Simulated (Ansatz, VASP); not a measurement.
P in VASP and in Ansatz

```xyz
4
Lattice="1.6694 -5.5370 0.0000 1.6694 5.5370 0.0000 0.0000 0.0000 4.6034" Properties=species:S:1:pos:R:3 pbc="T T T"
P     1.6694   -4.4754    2.7106
P     1.6694    4.4754    1.8929
P     1.6694   -1.0615    0.4089
P     1.6694    1.0615    4.1946
```

Alike in both runs: task single point; functional r2SCAN; dispersion rVV10; k mesh 8 × 8 × 6; occupations fermi-dirac, width 0.05 eV; no spin polarisation.

|  | VASP | Ansatz |
| --- | --- | --- |
| version | VASP 6.6.1 | Ansatz 0.2.0 |
| potentials or method | VASP PAW PBE potentials, release 64 (P) | Ansatz PAW |
| plane-wave cutoff (eV) | 520 | 500 |
| valence electrons in the cell | 20 | 20 |

```csv
,VASP,Ansatz,Ansatz less VASP
gap on the k mesh at the Fermi level (eV),0.30,0.28,-0.022
least direct gap on the mesh (eV),0.30,0.28,-0.022
pressure (GPa),-3.4,-2.9,+0.53
"traceless stress, the component that is largest in VASP (GPa)",-0.70,-0.68,+0.022
rms of the force components (eV/Å),0.149,0.104,-0.0449
```

VASP's potentials were made for PBE, not for r2SCAN. Atom by atom the forces differ by 0.048 eV/Å (rms over components).
